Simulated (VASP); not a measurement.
Crystal: C.

```
CELL_PARAMETERS angstrom
0.00000 1.93385 1.50840
1.93385 0.00000 1.50840
1.93385 1.93385 0.00000
ATOMIC_POSITIONS crystal
C 0.50000 0.50000 0.50000
C 0.75000 0.75000 0.75000
```

This cell differs from its parent crystal: ratio of the length along z to the lengths across it x 0.78, volume and fractional coordinates fixed.

Base run:

* Program: VASP 6.6.1
* Functional: r2SCAN
* Potentials or basis: VASP PAW PBE potentials, release 64 (C_h)
* Cutoff: 910 eV
* k mesh: 12 × 12 × 12
* Occupations: gaussian, width 0.05 eV
* Spin: no spin polarisation

Its results: band gap on the k mesh zero (band 4 reaches 13.13 eV, above the bottom of band 5 at 11.54 eV); pressure 0.8 GPa.

Task: The run is repeated on the same cell with these changes: potentials or basis from VASP PAW PBE potentials, release 64 (C_h) to VASP PAW PBE potentials, release 64 (C); cutoff from 910 eV to 520 eV. What comes out?

Result: Band gap on the k mesh zero (band 4 reaches 11.92 eV, above the bottom of band 5 at 10.30 eV); pressure 2.5 GPa.

Caveats: the PAW data sets were made with another functional, which shifts forces and pressure a little; the cutoff is under 1.25 times the usual one of these potentials, so pressure, stress and relaxed cells hold a basis-set (Pulay) error (some runs).
